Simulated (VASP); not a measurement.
Wanted: the native input for a VASP 6.6.1 run.

```
Task                   : single point
Functional             : r2SCAN
Potentials or basis    : VASP PAW PBE potentials, release 64 (Zn, S)
Cutoff                 : 520 eV
k mesh                 : 6 × 6 × 2
Occupations            : gaussian, width 0.05 eV
Spin                   : no spin polarisation
Dipole correction      : no
Further INCAR settings : ALGO = Normal; EDIFF = 1e-07; NBANDS = 46
```

The system is ZnS.

```xyz
8
Lattice="-2.7046 -2.7046 0.0000 2.7046 -2.7046 0.0000 0.0000 0.0000 12.8186" Properties=species:S:1:pos:R:3 pbc="T T T"
Zn    0.0000    0.0000   10.1424
Zn    0.0000   -2.7046    2.0285
Zn    0.0000    0.0000    4.7331
Zn    0.0000   -2.7046    7.4378
S    -1.3523   -1.3523    3.3808
S     1.3523   -1.3523    6.0855
S    -1.3523   -1.3523    8.7901
S     1.3523   -1.3523    0.6762
```

This cell differs from its parent crystal: the distance across one plane changed.

One way to write it, as run:

POSCAR

```
ZnS
1.0
   -2.7046500000     -2.7046500000      0.0000000000
    2.7046500000     -2.7046500000      0.0000000000
    0.0000000000      0.0000000000     12.8186000000
Zn S
4 4
Direct
    0.0000000000      0.0000000000      0.7912281762
    0.5000000000      0.5000000000      0.1582456352
    0.0000000000      0.0000000000      0.3692398156
    0.5000000000      0.5000000000      0.5802339959
    0.5000000000      0.0000000000      0.2637427254
    0.0000000000      0.5000000000      0.4747369057
    0.5000000000      0.0000000000      0.6857310861
    0.0000000000      0.5000000000      0.0527485451
```

INCAR.step1

```
SYSTEM = ZnS
PREC     = Accurate       ! precision mode
ENCUT    = 520            ! plane-wave cutoff, eV
ISMEAR   = 0              ! smearing method
SIGMA    = 0.05           ! smearing width, eV
LREAL    = .FALSE.        ! projectors in reciprocal space
LASPH    = .TRUE.         ! aspherical terms in the spheres
NELM     = 60             ! most SCF steps
NBANDS   = 46             ! bands
GGA      = PE             ! functional
ALGO     = Normal         ! electronic algorithm
EDIFF    = 1E-4           ! SCF threshold, eV
LWAVE    = .TRUE.         ! write WAVECAR
LCHARG   = .FALSE.        ! write CHGCAR
```

INCAR.step2

```
SYSTEM = ZnS
PREC     = Accurate       ! precision mode
ENCUT    = 520            ! plane-wave cutoff, eV
EDIFF    = 1E-7           ! SCF threshold, eV
ISMEAR   = 0              ! smearing method
SIGMA    = 0.05           ! smearing width, eV
LREAL    = .FALSE.        ! projectors in reciprocal space
LASPH    = .TRUE.         ! aspherical terms in the spheres
NELM     = 60             ! most SCF steps
ALGO     = Normal         ! electronic algorithm
ISIF     = 2              ! what is computed and relaxed
LWAVE    = .FALSE.        ! write WAVECAR
LCHARG   = .FALSE.        ! write CHGCAR
METAGGA  = R2SCAN         ! meta-GGA
LMIXTAU  = .TRUE.       
NBANDS   = 46             ! bands
ISTART   = 1
```

KPOINTS

```
regular mesh
0
G
  6 6 2
  0 0 0
```

Potentials or basis: VASP PAW PBE potentials, release 64 (Zn, S).

Command:

```sh
$ cat potpaw_PBE.64/Zn/POTCAR potpaw_PBE.64/S/POTCAR > POTCAR
$ cp INCAR.step1 INCAR
$ mpirun -np 1 vasp_std > vasp.out
$ cp INCAR.step2 INCAR
$ mpirun -np 1 vasp_std > vasp.out
```

Results of the run:

| Item | Value |
| --- | --- |
| Pressure | -2.1 GPa |
| Largest force | 0.886 eV/Å |
| Band gap on the k mesh | zero (bands 36 and 37 overlap by 0.08 eV) |

Caveat: the cell differs from its parent crystal (the distance across one plane changed); semilocal functionals underestimate gaps, and a narrow one can read as zero; the PAW data sets were made with another functional, which shifts forces and pressure a little.

Wall time 9.7 min on 1 thread of Oxide Virtual Turin-like Processor, on a shared host, peak memory 0.38 GiB.
